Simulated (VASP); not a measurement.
Input of a VASP 6.6.1 run:

Contents of INCAR:

```
PREC = Accurate ; ENCUT = 520
EDIFF = 1E-7 ; ISMEAR = 0
SIGMA = 0.15 ; LREAL = F
LASPH = T ; NELM = 80
ALGO = Normal ; ISIF = 2
LWAVE = F ; LCHARG = T
GGA = CA ; LELF = T
LVHAR = T ; NBANDS = 8
```

KPOINTS

```
regular mesh
0
Gamma
  18 18 18
```

Contents of POSCAR:

```
As
1.0
    2.7036817444      0.0000000000      0.0000000000
    0.0000000000      2.7036817444     -0.2027761308
    0.0000000000     -0.2027761308      2.7036817444
As
1
Direct
    0.5000000000      0.5000000000      0.5000000000
```

Potentials or basis: VASP PAW LDA potentials, release 64 (As).

The run is started by

```console
$ cat potpaw_LDA.64/As/POTCAR > POTCAR
$ mpirun -np 1 vasp_std > vasp.out
```

(1) Estimate the pressure.

Results:

(1) -2.2 GPa.

Caveat: the cell differs from its parent crystal (strain -0.1500 x Voigt [0, 0, 0, 1, 0, 0]).
